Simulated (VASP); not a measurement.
# C28N (a cell with a defect) in VASP: a series of runs, part 2 of 2

VASP 6.6.1. The steps go on from the part before.

### 3 Single point, PBE

Input file INCAR:

```
SYSTEM = C28N
  PREC = Accurate
  ENCUT = 520
  EDIFF = 1E-6
  ISMEAR = 0
  SIGMA = 0.1
  LREAL = Auto
  LASPH = .TRUE.
  NELM = 60
  ALGO = Normal
  ISIF = 2
  LWAVE = .FALSE.
  LCHARG = .FALSE.
  GGA = PE
  NBANDS = 78
```

Input file KPOINTS:

```
regular mesh
0
G
  4 4 3
  0 0 0
```

Input file POSCAR:

```
C28N
1.0
    4.9330655670     -4.2721600996      0.0000000000
   -6.1663319588     -2.1360800497      0.0000000000
    0.0000000000      0.0000000000     -8.4654494173
C N
28 1
Direct
    0.5621277002      0.8610564331      0.7553662759
    0.1334920179      0.7180918748      0.7550756829
    0.7049443976      0.5752971066      0.7550830068
    0.2762656956      0.4323432160      0.7554027772
    0.8478236867      0.2895048219      0.7564189075
    0.4193195837      0.1466829885      0.7553102836
   -0.0093076078      0.0039593977      0.7555803224
    0.5806745526      0.8472404139      0.2105425137
    0.1596537309      0.7089250711      0.2027586387
    0.7268866684      0.5654613826      0.2052274976
    0.2986773904      0.4226023132      0.2073800118
    0.8729489587      0.2884748115      0.2449242678
    0.4427900965      0.1386843238      0.2098350498
    0.0174622510     -0.0092639468      0.2126786082
    0.3240498431      0.6705372255      0.7551265958
    0.8954232724      0.5275164774      0.7555721716
    0.4668029372      0.3847693429      0.7550896219
    0.0382234637      0.2419755963      0.7561227626
    0.6098015652      0.0991456685      0.7558399660
    0.1811125166      0.9562639441      0.7551067504
    0.7525987279      0.8134464547      0.7552109386
    0.5352235732      0.6127599041      0.2026862267
    0.1141875576      0.4744019180      0.2108424387
    0.6775055265      0.3309833460      0.2129389606
    0.2521820312      0.1830755305      0.2098123694
    0.8219176451      0.0330541131      0.2445891409
    0.3962082745      0.8991099463      0.2072994490
    0.9680086335      0.7562264065      0.2052284426
    0.8470397300      1.1602396001      0.3915342041
```

Potentials or basis: VASP PAW PBE potentials, release 64 (C, N).

On the command line:

```sh
$ cat potpaw_PBE.64/C/POTCAR potpaw_PBE.64/N/POTCAR > POTCAR
$ mpirun -np 1 vasp_std > vasp.out
```

OUTCAR:

```text
SYSTEM = C28N
   PREC = Accurate
   ENCUT = 520
   EDIFF = 1E-6
   ISMEAR = 0
   LREAL = Auto
   LASPH = .TRUE.
   NELM = 60
   ISIF = 2
   GGA = PE

 ion  position               nearest neighbor table
   1  0.562  0.861  0.755-  19 1.42  21 1.42  15 1.42
   2  0.133  0.718  0.755-  16 1.42  15 1.42  20 1.42
   3  0.705  0.575  0.755-  21 1.42  17 1.42  16 1.42
   4  0.276  0.432  0.755-  18 1.42  17 1.42  15 1.42
   5  0.848  0.290  0.756-  18 1.42  19 1.42  16 1.42
   6  0.419  0.147  0.755-  19 1.42  17 1.42  20 1.42
   7  0.991  0.004  0.756-  18 1.42  20 1.42  21 1.42
   8  0.581  0.847  0.211-  27 1.40  22 1.41  26 1.46
   9  0.160  0.709  0.203-  23 1.41  27 1.42  28 1.43
  10  0.727  0.565  0.205-  24 1.40  22 1.43  28 1.44
  11  0.299  0.423  0.207-  23 1.40  22 1.42  25 1.44
  12  0.873  0.288  0.245-  23 1.46  29 1.46  24 1.46  26 1.53
  13  0.443  0.139  0.210-  25 1.41  24 1.41  27 1.44
  14  0.017  0.991  0.213-  28 1.40  25 1.41  26 1.46
  15  0.324  0.671  0.755-   1 1.42   2 1.42   4 1.42
  16  0.895  0.528  0.756-   5 1.42   2 1.42   3 1.42
  17  0.467  0.385  0.755-   4 1.42   6 1.42   3 1.42
  18  0.038  0.242  0.756-   5 1.42   4 1.42   7 1.42
[... 261 lines left out ...]
      2     -16.4186      2.00000
      3     -15.7994      2.00000
      4     -13.5829      2.00000
      5     -13.5540      2.00000
      6     -13.4738      2.00000
[... 1741 lines left out ...]
     69       8.6518      0.00000
     70       8.8569      0.00000

 [... further k-points ...]

 [bands above 70 left out]

------------------------ aborting loop because EDIFF is reached ----------------------------------------

  FORCE on cell =-STRESS in cart. coord.  units (eV):
  Direction    XX          YY          ZZ          XY          YZ          ZX
  --------------------------------------------------------------------------------------
  -------------------------------------------------------------------------------------
  Total        4.9643441      5.6239227      0.9387808     -0.5869453      0.0250825      0.0780664
  in kB       25.4753395     28.8600744      4.8175067     -3.0120056      0.1287148      0.4006105
  external PRESSURE =      19.7176402 kB  Pullay stress =       0.0000000 kB

 VOLUME and BASIS-vectors are now :
 -----------------------------------------------------------------------------
  energy-cutoff  :      520.00
  volume of cell :      312.21
      direct lattice vectors                 reciprocal lattice vectors
     4.933065567 -4.272160100  0.000000000     0.057918202 -0.167195446  0.000000000
    -6.166331959 -2.136080050  0.000000000    -0.115836403 -0.133756357  0.000000000
     0.000000000  0.000000000 -8.465449417     0.000000000  0.000000000 -0.118127219

 POSITION                                       TOTAL-FORCE (eV/Angst)
 -----------------------------------------------------------------------------------
     -2.53655     -4.24079     -6.39452        -0.001189      0.004983     -0.005742
     -3.76947     -2.10420     -6.39205         0.001339     -0.007234      0.000389
     -0.06994     -4.24052     -6.39212        -0.004902      0.002667      0.001955
     -1.30313     -2.10377     -6.39482        -0.002960     -0.005563      0.004090
      2.39719     -4.24044     -6.40343         0.001932      0.000447      0.001170
      1.16404     -2.10473     -6.39404         0.002484      0.001331      0.003265
[... 21 lines left out ...]
      0.11211     -5.75085     -1.73735        -0.000913      0.001241     -0.001330
      3.19041     -3.96097     -3.31451         0.002540      0.000218     -0.160299
 -----------------------------------------------------------------------------------
    total drift:                               -0.018258     -0.012271     -0.042336

  FREE ENERGIE OF THE ION-ELECTRON SYSTEM (eV)
  ---------------------------------------------------
  free  energy   TOTEN  =      -262.2180619129 eV

  energy  without entropy=     -262.1821153087  energy(sigma->0) =     -262.20008861
```

OSZICAR:

```text
N       E                     dE             d eps       ncg     rms          rms(c)
DAV:   1     0.597274115019E+03    0.59727E+03   -0.58166E+04  4064   0.136E+03
DAV:   2    -0.218956642044E+03   -0.81623E+03   -0.78270E+03  5134   0.304E+02
DAV:   3    -0.277778365927E+03   -0.58822E+02   -0.58167E+02  4752   0.831E+01
DAV:   4    -0.279166888973E+03   -0.13885E+01   -0.13837E+01  5248   0.138E+01
DAV:   5    -0.279213917071E+03   -0.47028E-01   -0.46995E-01  5408   0.234E+00    0.240E+01
DAV:   6    -0.266570260801E+03    0.12644E+02   -0.14842E+01  4664   0.109E+01    0.142E+01
DAV:   7    -0.263337573364E+03    0.32327E+01   -0.19499E+01  5040   0.124E+01    0.783E+00
DAV:   8    -0.262209416944E+03    0.11282E+01   -0.24306E+00  4844   0.643E+00    0.359E+00
DAV:   9    -0.262289026294E+03   -0.79609E-01   -0.21637E+00  4770   0.338E+00    0.284E+00
DAV:  10    -0.262217856040E+03    0.71170E-01   -0.61184E-01  4680   0.206E+00    0.657E-01
DAV:  11    -0.262218976543E+03   -0.11205E-02   -0.38635E-02  4530   0.563E-01    0.400E-01
DAV:  12    -0.262217981903E+03    0.99464E-03   -0.35671E-03  4872   0.173E-01    0.225E-01
DAV:  13    -0.262218077912E+03   -0.96009E-04   -0.50284E-03  4584   0.200E-01    0.825E-02
DAV:  14    -0.262218143314E+03   -0.65402E-04   -0.62100E-04  4784   0.819E-02    0.942E-02
DAV:  15    -0.262218067611E+03    0.75703E-04   -0.29726E-04  4976   0.386E-02    0.352E-02
DAV:  16    -0.262218072599E+03   -0.49879E-05   -0.67842E-05  4416   0.225E-02    0.325E-02
DAV:  17    -0.262218061599E+03    0.11000E-04   -0.44344E-05  5120   0.160E-02    0.788E-03
DAV:  18    -0.262218061913E+03   -0.31369E-06   -0.59552E-06  4712   0.790E-03
   1 F= -.26221806E+03 E0= -.26220009E+03  d E =-.359466E-01
```

It took 42 min on 1 thread of Intel Xeon 8259CL, shared host; peak memory 0.62 GiB.

What came out:

```
Free energy            : -262.2181 eV
Pressure               : 2.0 GPa
Largest force          : 0.160 eV/Å
Band gap on the k mesh : zero (an odd number of electrons rules out a gap without spin polarisation)
```

Forces in eV/Å, atoms in the order of the input:
```
C   -0.001  0.005 -0.006
C    0.001 -0.007  0.000
C   -0.005  0.003  0.002
C   -0.003 -0.006  0.004
C    0.002  0.000  0.001
C    0.002  0.001  0.003
C    0.000  0.001  0.001
C    0.012 -0.007  0.007
C    0.007  0.000  0.002
C   -0.006 -0.001 -0.001
C    0.015 -0.002  0.001
C   -0.050 -0.036  0.064
C   -0.002  0.012  0.005
C   -0.001 -0.003  0.006
C    0.003  0.003  0.000
C    0.002 -0.001  0.000
C   -0.004  0.005  0.000
C    0.007 -0.005 -0.002
C    0.002  0.002 -0.003
C    0.000 -0.002  0.000
C    0.002 -0.001  0.002
C    0.003 -0.001  0.006
C   -0.014  0.002  0.004
C    0.004 -0.008  0.006
C   -0.001  0.007 -0.002
C    0.032  0.039  0.059
C   -0.012 -0.002  0.001
C   -0.001  0.001 -0.001
N    0.003  0.000 -0.160
```
